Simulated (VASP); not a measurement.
# CaSe (Fm-3m) in VASP: further runs

The runs below take CaSe through single point, with PBE, LDA.

All numbers are computed with VASP 6.6.1; they aren't measurements. Logs are shortened: lines on timing, memory, paths and dates and some standing lists are left out, and cuts for length are marked.

### 1 The cell of the first run

Symmetry: Fm-3m, No. 225, cubic system. Conventional cell: a = 5.935 Å, b = 5.935 Å, c = 5.935 Å, α = 90.00°, β = 90.00°, γ = 90.00°. Within 3.9 Å of Ca (site symmetry m-3m) lie 6 Se at 2.97 Å. Within 3.9 Å of Se (site symmetry m-3m) lie 6 Ca at 2.97 Å.

### 2 Single point, PBE

The input, INCAR:

```
  ALGO = Normal
  EDIFF = 1E-6
  ENCUT = 520
  GGA = PE
  ISIF = 2
  ISMEAR = 0
  LASPH = T
  LCHARG = F
  LREAL = F
  LWAVE = F
  NBANDS = 15
  NELM = 100
  PREC = Accurate
  SIGMA = 0.01
```

The input, KPOINTS:

```
k-points
0
Gamma
  4 4 4
```

The input, POSCAR:

```
CaSe
1.0
    0.0000000000      2.9675306017      2.9675306017
    2.9675306017      0.0000000000      2.9675306017
    2.9675306017      2.9675306017      0.0000000000
Ca Se
1 1
Direct
    0.0000000000      0.0000000000      0.0000000000
    0.5000000000      0.5000000000      0.5000000000
```

Potentials or basis: VASP PAW PBE potentials, release 64 (Ca_sv, Se).

Run with:

```bash
cat potpaw_PBE.64/Ca_sv/POTCAR potpaw_PBE.64/Se/POTCAR > POTCAR
mpirun -np 1 vasp_std > vasp.out
```

OUTCAR:

```text
EDIFF = 1E-6
   ENCUT = 520
   GGA = PE
   ISIF = 2
   ISMEAR = 0
   LASPH = T
   LREAL = F
   NELM = 100
   PREC = Accurate

 ion  position               nearest neighbor table
   1  0.000  0.000  0.000-   2 2.97   2 2.97   2 2.97   2 2.97   2 2.97   2 2.97
   2  0.500  0.500  0.500-   1 2.97   1 2.97   1 2.97   1 2.97   1 2.97   1 2.97

  LATTYP: Found a face centered cubic cell.
 ALAT       =     5.9350612034

  Lattice vectors:

 A1 = (   0.0000000000,   2.9675306017,   2.9675306017)
 A2 = (   2.9675306017,   0.0000000000,   2.9675306017)
 A3 = (   2.9675306017,   2.9675306017,   0.0000000000)

Analysis of symmetry for initial positions (statically):
=====================================================================
 Subroutine PRICEL returns:
 Original cell was already a primitive cell.

 Routine SETGRP: Setting up the symmetry group for a
 face centered cubic supercell.

 Subroutine GETGRP returns: Found 48 space group operations
 (whereof 48 operations were pure point group operations)
 out of a pool of 48 trial point group operations.

The static configuration has the point symmetry O_h .

Analysis of symmetry for dynamics (positions and initial velocities):
=====================================================================
 Subroutine PRICEL returns:
 Original cell was already a primitive cell.

 Routine SETGRP: Setting up the symmetry group for a
 face centered cubic supercell.

 Subroutine GETGRP returns: Found 48 space group operations
 (whereof 48 operations were pure point group operations)
 out of a pool of 48 trial point group operations.

The dynamic configuration has the point symmetry O_h .

 Subroutine INISYM returns: Found 48 space group operations
 (whereof 48 operations are pure point group operations),
 and found     1 'primitive' translations

----------------------------------------------------------------------------------------

                                     Primitive cell

  volume of cell :      52.2656

  direct lattice vectors                    reciprocal lattice vectors
     0.000000000  2.967530602  2.967530602    -0.168490259  0.168490259  0.168490259
     2.967530602  0.000000000  2.967530602     0.168490259 -0.168490259  0.168490259
     2.967530602  2.967530602  0.000000000     0.168490259  0.168490259 -0.168490259

  length of vectors
     4.196722024  4.196722024  4.196722024     0.291833689  0.291833689  0.291833689

  position of ions in fractional coordinates (direct lattice)
     0.000000000  0.000000000  0.000000000
     0.500000000  0.500000000  0.500000000

  ion indices of the primitive-cell ions
   primitive index   ion index
                 1           1
                 2           2

----------------------------------------------------------------------------------------

 KPOINTS: k-points

Automatic generation of k-mesh.
 Grid dimensions read from file:
 generate k-points for:    4    4    4

 Generating k-lattice:

  Cartesian coordinates                     Fractional coordinates (reciprocal lattice)
    -0.042122565  0.042122565  0.042122565     0.250000000  0.000000000  0.000000000
     0.042122565 -0.042122565  0.042122565     0.000000000  0.250000000  0.000000000
     0.042122565  0.042122565 -0.042122565     0.000000000  0.000000000  0.250000000

  Length of vectors
     0.072958422  0.072958422  0.072958422

  Shift w.r.t. Gamma in fractional coordinates (k-lattice)
     0.000000000  0.000000000  0.000000000

 Subroutine IBZKPT returns following result:
 ===========================================

 Found      8 irreducible k-points:

 Following reciprocal coordinates:
            Coordinates               Weight
  0.000000  0.000000  0.000000      1.000000
  0.250000  0.000000  0.000000      8.000000
  0.500000  0.000000  0.000000      4.000000
  0.250000  0.250000  0.000000      6.000000
  0.500000  0.250000  0.000000     24.000000
 -0.250000  0.250000  0.000000     12.000000
  0.500000  0.500000  0.000000      3.000000
 -0.250000  0.500000  0.250000      6.000000
   k-points           NKPTS =      8   k-points in BZ     NKDIM =      8   number of bands    NBANDS=     15
   number of dos      NEDOS =    301   number of ions     NIONS =      2
   total plane-waves  NPLWV =  32768
   dimension x,y,z NGX =    32 NGY =   32 NGZ =   32
   dimension x,y,z NGXF=    64 NGYF=   64 NGZF=   64
   ions per type =               1   1
   NGX,Y,Z   is equivalent  to a cutoff of  12.68, 12.68, 12.68 a.u.
   NGXF,Y,Z  is equivalent  to a cutoff of  25.35, 25.35, 25.35 a.u.
 SYSTEM =  unknown system
   PREC   = accura    normal or accurate (medium, high low for compatibility)
   ISTART =      0    job   : 0-new  1-cont  2-samecut
   ICHARG =      2    charge: 1-file 2-atom 10-const
   ISPIN  =      1    spin polarized calculation?
   LNONCOLLINEAR =      F non collinear calculations
   LSORBIT =      F    spin-orbit coupling
   LASPH  =      T    aspherical Exc in radial PAW
   ENCUT  =  520.0 eV  38.22 Ry    6.18 a.u.   7.80  7.80  7.80*2*pi/ulx,y,z
   NELM   =    100;   NELMIN=  2; NELMDL= -5     # of ELM steps
   EDIFF  = 0.1E-05   stopping-criterion for ELM
   LREAL  =      F    real-space projection
   EDIFFG = 0.1E-04   stopping-criterion for IOM
   NSW    =      0    number of steps for IOM
   IBRION =     -1    ionic relax: 0-MD 1-quasi-New 2-CG
   NFREE  =      0    steps in history (QN), initial steepest desc. (CG)
   ISIF   =      2    stress and relaxation
   ISYM   =      2    0-nonsym 1-usesym 2-fastsym
   POTIM  = 0.5000    time-step for ionic-motion
   TEBEG  =    0.0;   TEEND  =   0.0 temperature during run
   PSTRESS=    0.0 pullay stress
   NELECT =      16.0000    total number of electrons
   NUPDOWN=      -1.0000    fix difference up-down
   EMIN   =  10.00;   EMAX   =-10.00  energy-range for DOS
   EFERMI =   0.00;   METHOD = LEGACY
   ISMEAR =     0;   SIGMA  =   0.01  broadening in eV -4-tet -1-fermi 0-gaus
   EFERMI_NEDOS =   21; number of points for ismear=-14 and -15
   IALGO  =     38    algorithm
   IMIX   =      4    mixing-type and parameters
     AMIX     =   0.40;   BMIX     =  1.00
     AMIX_MAG =   1.60;   BMIX_MAG =  1.00
  volume/ion in A,a.u.               =      26.13       176.35
  Fermi-wavevector in a.u.,A,eV,Ry     =   1.103341  2.085012 16.563196  1.217361
  Thomas-Fermi vector in A             =   2.239797
   LORBIT       =      0    0 simple, 1 ext, 2 COOP (PROOUT), +10 PAW based schemes
   GGA     = PE    functional components
   LHFCALC =     F    Hartree Fock is set to
   AEXX    =    0.0000 exact exchange contribution
   IVDW    =     0    specifies the selected vdW correction
   LEPSILON=     F    determine dielectric tensor
   LRPA    =     F    only Hartree local field effects (RPA)
 non-spin polarized calculation
 Gauss-broadening in eV      SIGMA  =   0.01
  energy-cutoff  :      520.00
  volume of cell :       52.27
 maximum number of plane-waves:      1424
   NGX = 15   NGY = 15   NGZ = 15

 number of electron      15.9999997 magnetization

 Free energy of the ion-electron system (eV)
  ---------------------------------------------------
  ext. energy  EPLUGINS =         0.00000000
  ---------------------------------------------------
  free energy    TOTEN  =        -9.46814028 eV

  energy without entropy =       -9.46814028  energy(sigma->0) =       -9.46814028

 E-fermi :   2.5585     XC(G=0):  -9.1088

 val. band max:        2.3894973087   @ k =   0.0000   0.0000   0.0000
 cond. band min:       4.4271848868   @ k =   0.5000   0.5000   0.0000
 fundamental gap:      2.0376875781
 Fermi energy:         2.5584532319

 k-point     1 :       0.0000    0.0000    0.0000
  band No.  band energies     occupation
      1     -37.4065      2.00000
      2     -18.3984      2.00000
      3     -18.3984      2.00000
      4     -18.3984      2.00000
      5      -9.3726      2.00000
      6       2.3895      2.00000
      7       2.3895      2.00000
      8       2.3895      2.00000
      9       5.6731      0.00000
     10       6.0871      0.00000
     11       6.0871      0.00000
     12       6.0871      0.00000
     13       6.6451      0.00000
     14       6.6451      0.00000
     15      12.0842      0.00000

 k-point     2 :       0.2500    0.0000    0.0000
  band No.  band energies     occupation
      1     -37.4033      2.00000
      2     -18.4536      2.00000
      3     -18.4022      2.00000
      4     -18.4022      2.00000
      5      -9.0522      2.00000
      6       0.4045      2.00000
      7       1.7000      2.00000
      8       1.7000      2.00000
      9       6.0977      0.00000
     10       6.8057      0.00000
     11       6.8057      0.00000
     12       8.0231      0.00000
     13       8.0231      0.00000
     14       8.0642      0.00000
     15      11.7347      0.00000

 k-point     3 :       0.5000    0.0000    0.0000
  band No.  band energies     occupation
      1     -37.4001      2.00000
      2     -18.5073      2.00000
      3     -18.4059      2.00000
      4     -18.4059      2.00000
      5      -8.6932      2.00000
      6      -0.8604      2.00000
      7       1.2097      2.00000
      8       1.2097      2.00000
      9       6.8843      0.00000
     10       7.8287      0.00000
     11       7.8574      0.00000
     12       7.8574      0.00000
     13       9.8360      0.00000
     14       9.8360      0.00000
     15      10.4281      0.00000
[... 55 lines left out ...]
 k-point     7 :       0.5000    0.5000    0.0000
  band No.  band energies     occupation
      1     -37.3980      2.00000
      2     -18.4772      2.00000
      3     -18.4301      2.00000
      4     -18.4301      2.00000
      5      -8.8039      2.00000
      6      -0.1082      2.00000
      7       1.4636      2.00000
      8       1.4636      2.00000
      9       4.4272      0.00000
     10       7.3870      0.00000
     11       7.3995      0.00000
     12       8.3605      0.00000
     13       8.3838      0.00000
     14       8.3838      0.00000
     15      12.4510      0.00000

 k-point     8 :      -0.2500    0.5000    0.2500
  band No.  band energies     occupation
      1     -37.3980      2.00000
      2     -18.4536      2.00000
      3     -18.4536      2.00000
      4     -18.4362      2.00000
      5      -8.7175      2.00000
      6       0.4279      2.00000
      7       0.4279      2.00000
      8       0.7334      2.00000
      9       6.7722      0.00000
     10       6.7722      0.00000
     11       7.5935      0.00000
     12       8.0761      0.00000
     13       8.3894      0.00000
     14      10.9227      0.00000
     15      11.3205      0.00000

------------------------ aborting loop because EDIFF is reached ----------------------------------------

  FORCE on cell =-STRESS in cart. coord.  units (eV):
  Direction    XX          YY          ZZ          XY          YZ          ZX
  --------------------------------------------------------------------------------------
  -------------------------------------------------------------------------------------
  Total        0.2790895      0.2790895      0.2790895      0.0000000      0.0000000     -0.0000000
  in kB        8.5553633      8.5553633      8.5553633      0.0000000      0.0000000     -0.0000000
  external PRESSURE =       8.5553633 kB  Pullay stress =       0.0000000 kB

 VOLUME and BASIS-vectors are now :
 -----------------------------------------------------------------------------
  energy-cutoff  :      520.00
  volume of cell :       52.27
      direct lattice vectors                 reciprocal lattice vectors
     0.000000000  2.967530602  2.967530602    -0.168490259  0.168490259  0.168490259
     2.967530602  0.000000000  2.967530602     0.168490259 -0.168490259  0.168490259
     2.967530602  2.967530602  0.000000000     0.168490259  0.168490259 -0.168490259

 POSITION                                       TOTAL-FORCE (eV/Angst)
 -----------------------------------------------------------------------------------
      0.00000      0.00000      0.00000         0.000000      0.000000     -0.000000
      2.96753      2.96753      2.96753        -0.000000     -0.000000      0.000000
 -----------------------------------------------------------------------------------
    total drift:                                0.000000     -0.000000     -0.000000

  FREE ENERGIE OF THE ION-ELECTRON SYSTEM (eV)
  ---------------------------------------------------
  free  energy   TOTEN  =        -9.4681402841 eV

  energy  without entropy=       -9.4681402841  energy(sigma->0) =       -9.46814028
```

It took 13 s on 1 thread of AMD EPYC 7R43 (Zen 3), shared host; peak memory 0.14 GiB.

Results:

```
Free energy            : -9.4681 eV
Pressure               : 0.9 GPa
Band gap on the k mesh : 2.04 eV (least direct gap 2.96 eV)
```

Caveat: the k points lie up to 0.46 Å⁻¹ apart.

### 3 Single point, PBE

The input, INCAR:

```
SYSTEM = CaSe
ALGO = Normal
EDIFF = 1E-6
ENCUT = 520
GGA = PE
ISIF = 2
ISMEAR = 0
LASPH = .TRUE.
LCHARG = .TRUE.
LELF = .TRUE.
LREAL = .FALSE.
LVHAR = .TRUE.
LWAVE = .FALSE.
NBANDS = 15
NELM = 80
PREC = Accurate
SIGMA = 0.01
```

The input, KPOINTS:

```
k-points
0
G
  4 4 4
  0 0 0
```

POSCAR is that of step 2.

Potentials or basis: VASP PAW PBE potentials, release 64 (Ca_sv, Se).

Run with:

```bash
cat potpaw_PBE.64/Ca_sv/POTCAR potpaw_PBE.64/Se/POTCAR > POTCAR
mpirun -np 1 vasp_std > vasp.out
```

Wall time 9.7 s (1 thread of AMD EPYC 7R43 (Zen 3), shared host); peak memory 0.14 GiB.

The run converged. Its results:

```yaml
Free_energy: -9.4681 eV
Pressure: 0.9 GPa
Band_gap_on_the_k_mesh: 2.04 eV (least direct gap 2.96 eV)
```

Levels at points of the mesh, in eV from the valence-band top:
```
           k point  band 5  band 6  band 7  band 8  band 9  band 10  band 11  band 12
(0.00, 0.00, 0.00)  -11.76    0.00    0.00    0.00    3.28     3.70     3.70     3.70
(0.50, 0.00, 0.00)  -11.08   -3.25   -1.18   -1.18    4.49     5.44     5.47     5.47
(0.50, 0.50, 0.00)  -11.19   -2.50   -0.93   -0.93    2.04     5.00     5.01     5.97
```

Caveat: the k points lie up to 0.46 Å⁻¹ apart. A k mesh can miss the band edges.

### 4 Single point, LDA

The input, INCAR:

```
ALGO = Normal ; EDIFF = 1E-6
ENCUT = 520 ; ISIF = 2
ISMEAR = 0 ; LASPH = True
LCHARG = True ; LELF = True
LREAL = False ; LVHAR = True
LWAVE = False ; NBANDS = 15
NELM = 60 ; PREC = Accurate
SIGMA = 0.01
```

The input, KPOINTS:

```
k-points
0
Gamma
  4 4 4
```

POSCAR is that of step 3.

Potentials or basis: VASP PAW LDA potentials, release 64 (Ca_sv, Se).

Run with:

```bash
cat potpaw_LDA.64/Ca_sv/POTCAR potpaw_LDA.64/Se/POTCAR > POTCAR
mpirun -np 1 vasp_std > vasp.out
```

It took 7.8 s on 1 thread of AMD EPYC 7R43 (Zen 3), shared host; peak memory 0.12 GiB.

Results (log left out):

| Quantity | Value |
| --- | --- |
| Free energy | -10.5275 eV |
| Pressure | -3.3 GPa |
| Band gap on the k mesh | 1.87 eV (least direct gap 2.81 eV) |

Levels at points of the mesh, in eV from the valence-band top:
```
           k point  band 6  band 7  band 8  band 9  band 10  band 11
(0.00, 0.00, 0.00)    0.00    0.00    0.00    3.04     3.53     3.53
(0.50, 0.00, 0.00)   -3.31   -1.21   -1.21    4.34     5.28     5.31
(0.50, 0.50, 0.00)   -2.52   -0.94   -0.94    1.87     4.78     4.90
```

Caveat: the k points lie up to 0.46 Å⁻¹ apart. A k mesh can miss the band edges.
